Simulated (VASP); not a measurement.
Here is a VASP 6.6.1 calculation.

Contents of INCAR:

```
PREC = Accurate
ENCUT = 520
EDIFF = 1E-6
ISMEAR = -1
SIGMA = 0.05
LREAL = F
LASPH = T
NELM = 150
ALGO = Normal
ISIF = 2
LWAVE = F
LCHARG = T
ISPIN = 2
MAGMOM = 1.7 1.7 1.7 1.7 1.7 1.7 1.7 1.7
LORBIT = 11
LMAXMIX = 4
GGA = PS
LELF = T
LVHAR = T
NBANDS = 50
```

The input KPOINTS:

```
regular mesh
0
Gamma
  6 6 6
```

POSCAR

```
Co
1.0
    4.3975315279      0.0000000000      0.0000000000
    0.0000000000      4.3975315279      0.0000000000
    0.0000000000      0.0000000000      4.3975315279
Co
8
Direct
    0.0000000000      0.0000000000      0.0000000000
    0.5000000000      0.5000000000      0.5000000000
    0.2500000000      0.0000000000      0.5000000000
    0.7500000000      0.0000000000      0.5000000000
    0.5000000000      0.2500000000      1.0000000000
    0.5000000000      0.7500000000      1.0000000000
    0.0000000000      0.5000000000      0.2500000000
    1.0000000000      0.5000000000      0.7500000000
```

Potentials or basis: VASP PAW PBE potentials, release 64 (Co).

The run is started by

```console
$ cat potpaw_PBE.64/Co/POTCAR > POTCAR
$ mpirun -np 1 vasp_std > vasp.out
```

(1) What does it give for the pressure?

(2) Predict the site moments.

(3) Estimate the net moment.

Results:

(1) -1.2 GPa.

(2) Co +1.60, +1.67 (each value once) μB.

(3) 13.16 μB per cell.

Caveat: the PAW data sets were made with another functional, which shifts forces and pressure a little.
